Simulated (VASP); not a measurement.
# CaO (Lime) (Fm-3m) in VASP: a series of runs, part 3 of 3

VASP 6.6.1. The steps go on from the part before.

### Step 7. Single point, r2SCAN

This run uses another cell than the first one, of 13.78 Å³/atom, 1.031 times its volume.

POSCAR

```
CaO
1.0
    0.0000000000      2.3975473904      2.3975473904
    2.3975473904      0.0000000000      2.3975473904
    2.3975473904      2.3975473904      0.0000000000
Ca O
1 1
Direct
    0.0000000000      0.0000000000      0.0000000000
    0.5000000000      0.5000000000      0.5000000000
```

INCAR.step1

```
PREC = Accurate ; ENCUT = 910
ISMEAR = 0 ; SIGMA = 0.01
LREAL = False ; LASPH = True
NELM = 120 ; NBANDS = 15
GGA = PE ; ALGO = Normal
EDIFF = 1E-5 ; LWAVE = True
LCHARG = False ; GGA_COMPAT = False
```

INCAR.step2

```
PREC = Accurate ; ENCUT = 910
EDIFF = 1E-6 ; ISMEAR = 0
SIGMA = 0.01 ; LREAL = False
LASPH = True ; NELM = 120
ALGO = Normal ; ISIF = 2
LWAVE = False ; LCHARG = False
METAGGA = R2SCAN ; LMIXTAU = True
NBANDS = 15 ; ISTART = 1
GGA_COMPAT = False
```

KPOINTS

```
regular mesh
0
Gamma
  8 8 8
```

Potentials or basis: VASP PAW PBE potentials, release 64 (Ca_sv, O_h).

The run is started by

```sh
$ cat potpaw_PBE.64/Ca_sv/POTCAR potpaw_PBE.64/O_h/POTCAR > POTCAR
$ cp INCAR.step1 INCAR
$ mpirun -np 1 vasp_std > vasp.out
$ cp INCAR.step2 INCAR
$ mpirun -np 1 vasp_std > vasp.out
```

OUTCAR:

```text
PREC = Accurate
   ENCUT = 910
   EDIFF = 1E-6
   ISMEAR = 0
   LREAL = False
   LASPH = True
   NELM = 120
   ISIF = 2
   METAGGA = R2SCAN
   ISTART = 1

 ion  position               nearest neighbor table
   1  0.000  0.000  0.000-
   2  0.500  0.500  0.500-

  LATTYP: Found a face centered cubic cell.
 ALAT       =     4.7950947808

  Lattice vectors:

 A1 = (   0.0000000000,   2.3975473904,   2.3975473904)
 A2 = (   2.3975473904,   0.0000000000,   2.3975473904)
 A3 = (   2.3975473904,   2.3975473904,   0.0000000000)

Analysis of symmetry for initial positions (statically):
=====================================================================
 Subroutine PRICEL returns:
 Original cell was already a primitive cell.

 Routine SETGRP: Setting up the symmetry group for a
 face centered cubic supercell.

 Subroutine GETGRP returns: Found 48 space group operations
 (whereof 48 operations were pure point group operations)
 out of a pool of 48 trial point group operations.

The static configuration has the point symmetry O_h .

Analysis of symmetry for dynamics (positions and initial velocities):
=====================================================================
 Subroutine PRICEL returns:
 Original cell was already a primitive cell.

 Routine SETGRP: Setting up the symmetry group for a
 face centered cubic supercell.

 Subroutine GETGRP returns: Found 48 space group operations
 (whereof 48 operations were pure point group operations)
 out of a pool of 48 trial point group operations.

The dynamic configuration has the point symmetry O_h .

 Subroutine INISYM returns: Found 48 space group operations
 (whereof 48 operations are pure point group operations),
 and found     1 'primitive' translations

----------------------------------------------------------------------------------------

                                     Primitive cell

  volume of cell :      27.5633

  direct lattice vectors                    reciprocal lattice vectors
     0.000000000  2.397547390  2.397547390    -0.208546451  0.208546451  0.208546451
     2.397547390  0.000000000  2.397547390     0.208546451 -0.208546451  0.208546451
     2.397547390  2.397547390  0.000000000     0.208546451  0.208546451 -0.208546451

  length of vectors
     3.390644036  3.390644036  3.390644036     0.361213049  0.361213049  0.361213049

  position of ions in fractional coordinates (direct lattice)
     0.000000000  0.000000000  0.000000000
     0.500000000  0.500000000  0.500000000

  ion indices of the primitive-cell ions
   primitive index   ion index
                 1           1
                 2           2

----------------------------------------------------------------------------------------

 KPOINTS: regular mesh

Automatic generation of k-mesh.
 Grid dimensions read from file:
 generate k-points for:    8    8    8

 Generating k-lattice:

  Cartesian coordinates                     Fractional coordinates (reciprocal lattice)
    -0.026068306  0.026068306  0.026068306     0.125000000  0.000000000  0.000000000
[... 40 lines left out ...]
 [... further k-points ...]
   k-points           NKPTS =     29   k-points in BZ     NKDIM =     29   number of bands    NBANDS=     15
   number of dos      NEDOS =    301   number of ions     NIONS =      2
   total plane-waves  NPLWV =  46656
   dimension x,y,z NGX =    36 NGY =   36 NGZ =   36
   dimension x,y,z NGXF=    72 NGYF=   72 NGZF=   72
   ions per type =               1   1
   NGX,Y,Z   is equivalent  to a cutoff of  17.65, 17.65, 17.65 a.u.
   NGXF,Y,Z  is equivalent  to a cutoff of  35.30, 35.30, 35.30 a.u.
 SYSTEM =  unknown system
   PREC   = accura    normal or accurate (medium, high low for compatibility)
   ISTART =      1    job   : 0-new  1-cont  2-samecut
   ICHARG =      0    charge: 1-file 2-atom 10-const
   ISPIN  =      1    spin polarized calculation?
   LNONCOLLINEAR =      F non collinear calculations
   LSORBIT =      F    spin-orbit coupling
   LASPH  =      T    aspherical Exc in radial PAW
   ENCUT  =  910.0 eV  66.88 Ry    8.18 a.u.   8.34  8.34  8.34*2*pi/ulx,y,z
   NELM   =    120;   NELMIN=  2; NELMDL=  0     # of ELM steps
   EDIFF  = 0.1E-05   stopping-criterion for ELM
   LREAL  =      F    real-space projection
   EDIFFG = 0.1E-04   stopping-criterion for IOM
   NSW    =      0    number of steps for IOM
   IBRION =     -1    ionic relax: 0-MD 1-quasi-New 2-CG
   NFREE  =      0    steps in history (QN), initial steepest desc. (CG)
   ISIF   =      2    stress and relaxation
   ISYM   =      2    0-nonsym 1-usesym 2-fastsym
   POTIM  = 0.5000    time-step for ionic-motion
   TEBEG  =    0.0;   TEEND  =   0.0 temperature during run
   PSTRESS=    0.0 pullay stress
   NELECT =      16.0000    total number of electrons
   NUPDOWN=      -1.0000    fix difference up-down
   EMIN   =  10.00;   EMAX   =-10.00  energy-range for DOS
   EFERMI =   0.00;   METHOD = LEGACY
   ISMEAR =     0;   SIGMA  =   0.01  broadening in eV -4-tet -1-fermi 0-gaus
   EFERMI_NEDOS =   21; number of points for ismear=-14 and -15
   IALGO  =     38    algorithm
   IMIX   =      4    mixing-type and parameters
     AMIX     =   0.40;   BMIX     =  1.00
     AMIX_MAG =   1.60;   BMIX_MAG =  1.00
  volume/ion in A,a.u.               =      13.78        93.00
  Fermi-wavevector in a.u.,A,eV,Ry     =   1.365644  2.580694 25.374656  1.864985
  Thomas-Fermi vector in A             =   2.491855
   LORBIT       =      0    0 simple, 1 ext, 2 COOP (PROOUT), +10 PAW based schemes
   METAGGA = R2SCAN    functional components
   LHFCALC =     F    Hartree Fock is set to
   AEXX    =    0.0000 exact exchange contribution
   IVDW    =     0    specifies the selected vdW correction
   LEPSILON=     F    determine dielectric tensor
   LRPA    =     F    only Hartree local field effects (RPA)
 non-spin polarized calculation
 Gauss-broadening in eV      SIGMA  =   0.01
  energy-cutoff  :      910.00
  volume of cell :       27.56
 maximum number of plane-waves:      1759
 NGX is ok and might be reduce to    36
   NGX = 17   NGY = 17   NGZ = 17

 number of electron      16.0000000 magnetization

 Free energy of the ion-electron system (eV)
  ---------------------------------------------------
  ext. energy  EPLUGINS =         0.00000000
  ---------------------------------------------------
  free energy    TOTEN  =       -19.46348762 eV

  energy without entropy =      -19.46348762  energy(sigma->0) =      -19.46348762

 E-fermi :   2.4997     XC(G=0): -11.1145

 val. band max:        2.3312799336   @ k =   0.0000   0.0000   0.0000
 cond. band min:       6.5225966536   @ k =   0.5000   0.5000   0.0000
 fundamental gap:      4.1913167200
 Fermi energy:         2.4997372007

 k-point     1 :       0.0000    0.0000    0.0000
  band No.  band energies     occupation
      1     -36.6935      2.00000
      2     -16.5804      2.00000
      3     -16.5804      2.00000
      4     -16.5804      2.00000
      5     -14.1578      2.00000
      6       2.3313      2.00000
      7       2.3313      2.00000
      8       2.3313      2.00000
      9       7.8188      0.00000
     10       9.2059      0.00000
     11       9.2059      0.00000
     12       9.2059      0.00000
     13      10.8149      0.00000
     14      10.8149      0.00000
[... 401 lines left out ...]
      2     -17.5661      2.00000
      3     -16.8209      2.00000
      4     -16.7070      2.00000
      5     -13.1582      2.00000
      6       0.2969      2.00000
      7       1.2072      2.00000
      8       1.2699      2.00000
      9       9.7417      0.00000
     10       9.8319      0.00000
     11      11.8273      0.00000
     12      12.0592      0.00000
     13      13.3662      0.00000
     14      15.1373      0.00000
     15      17.3027      0.00000

 [... further k-points ...]

------------------------ aborting loop because EDIFF is reached ----------------------------------------

  FORCE on cell =-STRESS in cart. coord.  units (eV):
  Direction    XX          YY          ZZ          XY          YZ          ZX
  --------------------------------------------------------------------------------------
  -------------------------------------------------------------------------------------
  Total        0.1539056      0.1539056      0.1539056      0.0000000      0.0000000      0.0000000
  in kB        8.9460944      8.9460944      8.9460944      0.0000000      0.0000000      0.0000000
  external PRESSURE =       8.9460944 kB  Pullay stress =       0.0000000 kB

 VOLUME and BASIS-vectors are now :
 -----------------------------------------------------------------------------
  energy-cutoff  :      910.00
  volume of cell :       27.56
      direct lattice vectors                 reciprocal lattice vectors
     0.000000000  2.397547390  2.397547390    -0.208546451  0.208546451  0.208546451
     2.397547390  0.000000000  2.397547390     0.208546451 -0.208546451  0.208546451
     2.397547390  2.397547390  0.000000000     0.208546451  0.208546451 -0.208546451

 POSITION                                       TOTAL-FORCE (eV/Angst)
 -----------------------------------------------------------------------------------
      0.00000      0.00000      0.00000        -0.000000      0.000000     -0.000000
      2.39755      2.39755      2.39755         0.000000     -0.000000      0.000000
 -----------------------------------------------------------------------------------
    total drift:                                0.000000      0.000000      0.000000

  FREE ENERGIE OF THE ION-ELECTRON SYSTEM (eV)
  ---------------------------------------------------
  free  energy   TOTEN  =       -19.4634876163 eV

  energy  without entropy=      -19.4634876163  energy(sigma->0) =      -19.46348762
```

Run time: 2.3 min. Hardware: 1 thread of AMD EPYC 9R45 (Zen 5), shared host; peak memory 0.2 GiB.

Results:

```
Free energy            : -19.4635 eV
Pressure               : 0.9 GPa
Band gap on the k mesh : 4.19 eV, indirect (least direct gap 4.56 eV)
```

Levels at points of the mesh, in eV from the valence-band top:
| k point | band 4 | band 5 | band 6 | band 7 | band 8 | band 9 | band 10 | band 11 | band 12 | band 13 |
| --- | --- | --- | --- | --- | --- | --- | --- | --- | --- | --- |
| (0.00, 0.00, 0.00) | -18.91 | -16.49 | 0.00 | 0.00 | 0.00 | 5.49 | 6.87 | 6.87 | 6.87 | 8.48 |
| (0.50, 0.00, 0.00) | -18.96 | -15.18 | -2.62 | -1.21 | -1.21 | 7.73 | 9.09 | 9.09 | 9.27 | 11.26 |
| (0.50, 0.50, 0.00) | -19.14 | -16.27 | -1.29 | -0.37 | -0.37 | 4.19 | 8.82 | 9.68 | 10.29 | 10.29 |

Caveat: the cutoff is under 1.25 times the usual one of these potentials, so pressure, stress and relaxed cells hold a basis-set (Pulay) error; the PAW data sets were made with another functional, which shifts forces and pressure a little. r2SCAN opens gaps a little over a GGA but as a rule still falls short of measured ones.

### Step 8. The runs side by side

| potentials or basis | cell | k mesh | cutoff (eV) | second run | gap on the mesh (eV) | pressure (GPa) |
| --- | --- | --- | --- | --- | --- | --- |
| VASP PAW PBE potentials, release 64 (Ca_sv, O) | a = 3.356 Å, angles 60.0°, 2 atoms | 8 × 8 × 8 | 520 | - | 4.18 | 5.0 |
| VASP PAW PBE potentials, release 64 (Ca_sv, O) | a = 3.391 Å, angles 60.0°, 2 atoms | 8 × 8 × 8 | 520 | - | 4.19 | 1.0 |
| VASP PAW PBE potentials, release 64 (Ca_sv, O) | a = 3.424 Å, angles 60.0°, 2 atoms | 8 × 8 × 8 | 520 | - | 4.19 | -2.3 |
| VASP PAW PBE potentials, release 64 (Ca_sv, O) | a = 3.457 Å, angles 60.0°, 2 atoms | 8 × 8 × 8 | 520 | - | 4.20 | -5.2 |
| VASP PAW PBE potentials, release 64 (Ca_sv, O) | a = 3.391 Å, angles 60.0°, 2 atoms | 10 × 10 × 10 | 520 | - | 4.19 | 1.1 |
| VASP PAW PBE potentials, release 64 (Ca_sv, O_h) | a = 3.391 Å, angles 60.0°, 2 atoms | 8 × 8 × 8 | 910 | hard_potentials | 4.19 | 0.9 |

Alike in all rows: task single point; level r2SCAN; no spin polarisation; smearing gaussian 0.01 eV.

Caveats: the PAW data sets were made with another functional, which shifts forces and pressure a little; the cutoff is under 1.25 times the usual one of these potentials, so pressure, stress and relaxed cells hold a basis-set (Pulay) error (some runs).

Total energies depend on the potentials used, so only differences within one code and one set of settings carry meaning.
